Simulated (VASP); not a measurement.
Input of a VASP 6.6.1 run:

INCAR

```
PREC     = Accurate       # precision mode
ENCUT    = 590            # plane-wave cutoff, eV
EDIFF    = 1E-6           # SCF threshold, eV
ISMEAR   = -1             # smearing method
SIGMA    = 0.05           # smearing width, eV
LREAL    = False          # projectors in reciprocal space
LASPH    = True           # aspherical terms in the spheres
NELM     = 200            # most SCF steps
ALGO     = Normal         # electronic algorithm
ISIF     = 2              # what is computed and relaxed
LWAVE    = False          # write WAVECAR
LCHARG   = True           # write CHGCAR
ISPIN    = 2              # spin polarisation
MAGMOM   = 0.77           # initial moments
LORBIT   = 11             # projections on sites
NUPDOWN  = 0.77           # fixed moment
LMAXMIX  = 4              # l up to which the mixer works
LDAU     = True           # DFT+U
LDAUTYPE = 2            
LDAUL    = 2              # shell
LDAUU    = 6.2            # U, eV
LDAUJ    = 0            
LDAUPRINT= 1            
GGA      = PE             # functional
LELF     = True           # ELF
LVHAR    = True         
NBANDS   = 19             # bands
GGA_COMPAT= False
```

Contents of KPOINTS:

```
Automatic mesh
0
Gamma
  12 12 12
```

POSCAR

```
Ni
1.0
    0.0000000000      1.7698700000      1.7698700000
    1.7698700000      0.0000000000      1.7698700000
    1.7698700000      1.7698700000      0.0000000000
Ni
1
Direct
    0.0000000000      0.0000000000      0.0000000000
```

Potentials or basis: VASP PAW PBE potentials, release 64 (Ni_sv_GW).

Launch:

```bash
$ cat potpaw_PBE.64/Ni_sv_GW/POTCAR > POTCAR
$ mpirun -np 1 vasp_std > vasp.out
```

**Question.** Predict the pressure.

**Answer.** -4.2 GPa.

Eigenvalues of the final occupation matrices:
```tsv
site	spin	trace	eigenvalues
site 1 d	1	4.45	0.89 0.89 0.89 0.89 0.89
site 1 d	2	3.48	0.58 0.58 0.58 0.87 0.87
```

Caveat: the total moment is fixed, so each spin has its own Fermi level; the U is typed as a test and isn't derived for this compound. The state reached can hang on the start; a lower one may exist.
